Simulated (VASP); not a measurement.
# Ge7I (Pm-3m) in VASP: single point with PBE

Aim: the single point of Ge7I with PBE.

All numbers are computed with VASP 6.6.1; they aren't measurements. Logs are shortened: lines on timing, memory, paths and dates and some standing lists are left out, and cuts for length are marked.

**1. The cell of the first run**

Symmetry: Pm-3m, No. 221, cubic system. Conventional cell: a = 5.724 Å, b = 5.724 Å, c = 5.724 Å, α = 90.00°, β = 90.00°, γ = 90.00°. Ge (site symmetry 4mm) has 2 Ge at 1.89 to 1.95 Å within 2.5 Å. Within 2.5 Å of Ge (site symmetry m-3m) lie 6 Ge at 1.89 Å. Within 5.5 Å of I (site symmetry m-3m) lie 32 Ge at 4.16 to 4.96 Å.

The cell was built from a structure type or drawn by symmetry, and may not be a known phase.

**2. Single point, PBE**

Input file INCAR:

```
PREC = Accurate ; ENCUT = 520
EDIFF = 1E-6 ; ISMEAR = 0
SIGMA = 0.1 ; LREAL = False
LASPH = True ; NELM = 80
ALGO = Normal ; ISIF = 2
LWAVE = False ; LCHARG = False
GGA = PE ; NBANDS = 62
```

Input file KPOINTS:

```
Automatic mesh
0
Gamma
  4 4 4
```

Input file POSCAR:

```
Ge7I
1.0
    5.7244513400      0.0000000000      0.0000000000
    0.0000000000      5.7244513400      0.0000000000
    0.0000000000      0.0000000000      5.7244513400
Ge I
7 1
Direct
    0.1704082100      0.5000000000      0.5000000000
    0.8295917900      0.5000000000      0.5000000000
    0.5000000000      0.1704082100      0.5000000000
    0.5000000000      0.8295917900      0.5000000000
    0.5000000000      0.5000000000      0.1704082100
    0.5000000000      0.5000000000      0.8295917900
    0.5000000000      0.5000000000      0.5000000000
    0.0000000000      0.0000000000      0.0000000000
```

Potentials or basis: VASP PAW PBE potentials, release 64 (Ge_d, I).

Command:

```
$ cat potpaw_PBE.64/Ge_d/POTCAR potpaw_PBE.64/I/POTCAR > POTCAR
$ mpirun -np 1 vasp_std > vasp.out
```

OUTCAR:

```text
PREC = Accurate
   ENCUT = 520
   EDIFF = 1E-6
   ISMEAR = 0
   LREAL = False
   LASPH = True
   NELM = 80
   ISIF = 2
   GGA = PE

 ion  position               nearest neighbor table
   1  0.170  0.500  0.500-   7 1.89   2 1.95   4 2.67   5 2.67   6 2.67   3 2.67
   2  0.830  0.500  0.500-   7 1.89   1 1.95   4 2.67   5 2.67   6 2.67   3 2.67
   3  0.500  0.170  0.500-   7 1.89   4 1.95   1 2.67   5 2.67   6 2.67   2 2.67
   4  0.500  0.830  0.500-   7 1.89   3 1.95   1 2.67   5 2.67   6 2.67   2 2.67
   5  0.500  0.500  0.170-   7 1.89   6 1.95   3 2.67   4 2.67   1 2.67   2 2.67
   6  0.500  0.500  0.830-   7 1.89   5 1.95   3 2.67   4 2.67   1 2.67   2 2.67
   7  0.500  0.500  0.500-   1 1.89   2 1.89   3 1.89   4 1.89   5 1.89   6 1.89
   8  0.000  0.000  0.000-

  LATTYP: Found a simple cubic cell.
 ALAT       =     5.7244513400

  Lattice vectors:

 A1 = (   5.7244513400,   0.0000000000,   0.0000000000)
 A2 = (   0.0000000000,   5.7244513400,   0.0000000000)
 A3 = (   0.0000000000,   0.0000000000,   5.7244513400)

Analysis of symmetry for initial positions (statically):
=====================================================================
 Subroutine PRICEL returns:
 Original cell was already a primitive cell.

 Routine SETGRP: Setting up the symmetry group for a
 simple cubic supercell.

 Subroutine GETGRP returns: Found 48 space group operations
 (whereof 48 operations were pure point group operations)
 out of a pool of 48 trial point group operations.

The static configuration has the point symmetry O_h .

Analysis of symmetry for dynamics (positions and initial velocities):
=====================================================================
 Subroutine PRICEL returns:
 Original cell was already a primitive cell.

 Routine SETGRP: Setting up the symmetry group for a
 simple cubic supercell.

 Subroutine GETGRP returns: Found 48 space group operations
 (whereof 48 operations were pure point group operations)
 out of a pool of 48 trial point group operations.

The dynamic configuration has the point symmetry O_h .

 Subroutine INISYM returns: Found 48 space group operations
 (whereof 48 operations are pure point group operations),
 and found     1 'primitive' translations

----------------------------------------------------------------------------------------

                                     Primitive cell

  volume of cell :     187.5865

  direct lattice vectors                    reciprocal lattice vectors
     5.724451340  0.000000000  0.000000000     0.174689231  0.000000000  0.000000000
     0.000000000  5.724451340  0.000000000     0.000000000  0.174689231  0.000000000
     0.000000000  0.000000000  5.724451340     0.000000000  0.000000000  0.174689231

  length of vectors
     5.724451340  5.724451340  5.724451340     0.174689231  0.174689231  0.174689231

  position of ions in fractional coordinates (direct lattice)
     0.170408210  0.500000000  0.500000000
     0.829591790  0.500000000  0.500000000
     0.500000000  0.170408210  0.500000000
     0.500000000  0.829591790  0.500000000
     0.500000000  0.500000000  0.170408210
     0.500000000  0.500000000  0.829591790
     0.500000000  0.500000000  0.500000000
     0.000000000  0.000000000  0.000000000

  ion indices of the primitive-cell ions
   primitive index   ion index
                 1           1
                 2           2
                 3           3
                 4           4
                 5           5
                 6           6
                 7           7
                 8           8

----------------------------------------------------------------------------------------

 KPOINTS: Automatic mesh

Automatic generation of k-mesh.
 Grid dimensions read from file:
 generate k-points for:    4    4    4

 Generating k-lattice:

  Cartesian coordinates                     Fractional coordinates (reciprocal lattice)
     0.043672308  0.000000000  0.000000000     0.250000000  0.000000000  0.000000000
     0.000000000  0.043672308  0.000000000     0.000000000  0.250000000  0.000000000
     0.000000000  0.000000000  0.043672308     0.000000000  0.000000000  0.250000000

  Length of vectors
     0.043672308  0.043672308  0.043672308

  Shift w.r.t. Gamma in fractional coordinates (k-lattice)
     0.000000000  0.000000000  0.000000000

 Subroutine IBZKPT returns following result:
 ===========================================

 Found     10 irreducible k-points:

 Following reciprocal coordinates:
            Coordinates               Weight
  0.000000  0.000000  0.000000      1.000000
  0.250000  0.000000  0.000000      6.000000
  0.500000  0.000000  0.000000      3.000000
  0.250000  0.250000  0.000000     12.000000
  0.500000  0.250000  0.000000     12.000000
  0.500000  0.500000  0.000000      3.000000
  0.250000  0.250000  0.250000      8.000000
  0.500000  0.250000  0.250000     12.000000
  0.500000  0.500000  0.250000      6.000000
  0.500000  0.500000  0.500000      1.000000
   k-points           NKPTS =     10   k-points in BZ     NKDIM =     10   number of bands    NBANDS=     62
   number of dos      NEDOS =    301   number of ions     NIONS =      8
   total plane-waves  NPLWV = 110592
   dimension x,y,z NGX =    48 NGY =   48 NGZ =   48
   dimension x,y,z NGXF=    96 NGYF=   96 NGZF=   96
   ions per type =               7   1
   NGX,Y,Z   is equivalent  to a cutoff of  13.94, 13.94, 13.94 a.u.
   NGXF,Y,Z  is equivalent  to a cutoff of  27.88, 27.88, 27.88 a.u.
 SYSTEM =  unknown system
   PREC   = accura    normal or accurate (medium, high low for compatibility)
   ISTART =      0    job   : 0-new  1-cont  2-samecut
   ICHARG =      2    charge: 1-file 2-atom 10-const
   ISPIN  =      1    spin polarized calculation?
   LNONCOLLINEAR =      F non collinear calculations
   LSORBIT =      F    spin-orbit coupling
   LASPH  =      T    aspherical Exc in radial PAW
   ENCUT  =  520.0 eV  38.22 Ry    6.18 a.u.  10.64 10.64 10.64*2*pi/ulx,y,z
   NELM   =     80;   NELMIN=  2; NELMDL= -5     # of ELM steps
   EDIFF  = 0.1E-05   stopping-criterion for ELM
   LREAL  =      F    real-space projection
[... 7 lines left out ...]
   TEBEG  =    0.0;   TEEND  =   0.0 temperature during run
   PSTRESS=    0.0 pullay stress
   NELECT =     105.0000    total number of electrons
   NUPDOWN=      -1.0000    fix difference up-down
   EMIN   =  10.00;   EMAX   =-10.00  energy-range for DOS
   EFERMI =   0.00;   METHOD = LEGACY
   ISMEAR =     0;   SIGMA  =   0.10  broadening in eV -4-tet -1-fermi 0-gaus
   EFERMI_NEDOS =   21; number of points for ismear=-14 and -15
   IALGO  =     38    algorithm
   IMIX   =      4    mixing-type and parameters
     AMIX     =   0.40;   BMIX     =  1.00
     AMIX_MAG =   1.60;   BMIX_MAG =  1.00
  volume/ion in A,a.u.               =      23.45       158.24
  Fermi-wavevector in a.u.,A,eV,Ry     =   1.349183  2.549585 24.766599  1.820294
  Thomas-Fermi vector in A             =   2.476790
   LORBIT       =      0    0 simple, 1 ext, 2 COOP (PROOUT), +10 PAW based schemes
   GGA     = PE    functional components
   LHFCALC =     F    Hartree Fock is set to
   AEXX    =    0.0000 exact exchange contribution
   IVDW    =     0    specifies the selected vdW correction
   LEPSILON=     F    determine dielectric tensor
   LRPA    =     F    only Hartree local field effects (RPA)
 non-spin polarized calculation
 Gauss-broadening in eV      SIGMA  =   0.10
  energy-cutoff  :      520.00
  volume of cell :      187.59
 maximum number of plane-waves:      5078
 NGX is ok and might be reduce to    48
   NGX = 21   NGY = 21   NGZ = 21

 number of electron     104.9999969 magnetization

 Free energy of the ion-electron system (eV)
  ---------------------------------------------------
  ext. energy  EPLUGINS =         0.00000000
  ---------------------------------------------------
  free energy    TOTEN  =         0.11610232 eV

  energy without entropy =        0.14989858  energy(sigma->0) =        0.13300045

 E-fermi :   4.7727     XC(G=0):  -9.5528

 val. band max:        4.7587025929   @ k =   0.2500   0.2500   0.0000
 cond. band min:       4.8198903633   @ k =   0.5000   0.5000   0.0000
 fundamental gap:      0.0611877704
 Fermi energy:         4.7727478846

 k-point     1 :       0.0000    0.0000    0.0000
  band No.  band energies     occupation
      1     -23.8498      2.00000
      2     -23.8498      2.00000
      3     -23.1472      2.00000
      4     -23.1472      2.00000
      5     -23.1472      2.00000
      6     -22.0512      2.00000
[... 54 lines left out ...]
     61       9.0440      0.00000
     62       9.3541      0.00000

 k-point     2 :       0.2500    0.0000    0.0000
  band No.  band energies     occupation
      1     -23.8498      2.00000
      2     -23.8007      2.00000
      3     -23.1553      2.00000
      4     -23.1553      2.00000
      5     -23.1472      2.00000
      6     -21.9972      2.00000
[... 54 lines left out ...]
     61       9.7879      0.00000
     62      10.1376      0.00000

 k-point     3 :       0.5000    0.0000    0.0000
  band No.  band energies     occupation
      1     -23.8498      2.00000
      2     -23.7483      2.00000
      3     -23.1633      2.00000
      4     -23.1633      2.00000
      5     -23.1472      2.00000
      6     -21.8332      2.00000
[... 444 lines left out ...]
     61       8.6830      0.00000
     62       9.6650      0.00000

 k-point    10 :       0.5000    0.5000    0.5000
  band No.  band energies     occupation
      1     -23.6866      2.00000
      2     -23.6866      2.00000
      3     -23.1789      2.00000
      4     -23.1789      2.00000
      5     -23.1789      2.00000
      6     -21.7260      2.00000
[... 54 lines left out ...]
     61       8.0621      0.00000
     62       9.0536      0.00000

------------------------ aborting loop because EDIFF is reached ----------------------------------------

  FORCE on cell =-STRESS in cart. coord.  units (eV):
  Direction    XX          YY          ZZ          XY          YZ          ZX
  --------------------------------------------------------------------------------------
  -------------------------------------------------------------------------------------
  Total       84.4469309     84.4469309     84.4469309      0.0000000     -0.0000000      0.0000000
  in kB      721.2616628    721.2616628    721.2616628      0.0000000     -0.0000000      0.0000000
  external PRESSURE =     721.2616628 kB  Pullay stress =       0.0000000 kB

 VOLUME and BASIS-vectors are now :
 -----------------------------------------------------------------------------
  energy-cutoff  :      520.00
  volume of cell :      187.59
      direct lattice vectors                 reciprocal lattice vectors
     5.724451340  0.000000000  0.000000000     0.174689231  0.000000000  0.000000000
     0.000000000  5.724451340  0.000000000     0.000000000  0.174689231  0.000000000
     0.000000000  0.000000000  5.724451340     0.000000000  0.000000000  0.174689231

 POSITION                                       TOTAL-FORCE (eV/Angst)
 -----------------------------------------------------------------------------------
      0.97549      2.86223      2.86223        -8.219985     -0.000000      0.000000
      4.74896      2.86223      2.86223         8.219985      0.000000      0.000000
      2.86223      0.97549      2.86223        -0.000000     -8.219985      0.000000
      2.86223      4.74896      2.86223         0.000000      8.219985      0.000000
      2.86223      2.86223      0.97549        -0.000000     -0.000000     -8.219985
      2.86223      2.86223      4.74896         0.000000      0.000000      8.219985
      2.86223      2.86223      2.86223         0.000000      0.000000      0.000000
      0.00000      0.00000      0.00000         0.000000      0.000000      0.000000
 -----------------------------------------------------------------------------------
    total drift:                                0.000000      0.000000      0.000000

  FREE ENERGIE OF THE ION-ELECTRON SYSTEM (eV)
  ---------------------------------------------------
  free  energy   TOTEN  =         0.1161023211 eV

  energy  without entropy=        0.1498985799  energy(sigma->0) =        0.13300045
```

Wall time 6 min (1 thread of AMD EPYC 7R13, shared host); peak memory 0.34 GiB.

Results:

| Quantity | Value |
| --- | --- |
| Free energy | 0.1161 eV |
| Pressure | 72.1 GPa |
| Largest force | 8.220 eV/Å |
| Band gap on the k mesh | zero (an odd number of electrons rules out a gap without spin polarisation) |

Forces on the atoms (eV/Å):
```
Ge  -8.220  0.000  0.000
Ge   8.220  0.000  0.000
Ge   0.000 -8.220  0.000
Ge   0.000  8.220  0.000
Ge   0.000  0.000 -8.220
Ge   0.000  0.000  8.220
Ge   0.000  0.000  0.000
I    0.000  0.000  0.000
```

Caveat: the cell stands under pressure; spin-orbit coupling is left out, which moves the levels of the heavy elements; an odd number of electrons without spin polarisation forces a metal; a magnetic or distorted state may lie lower.
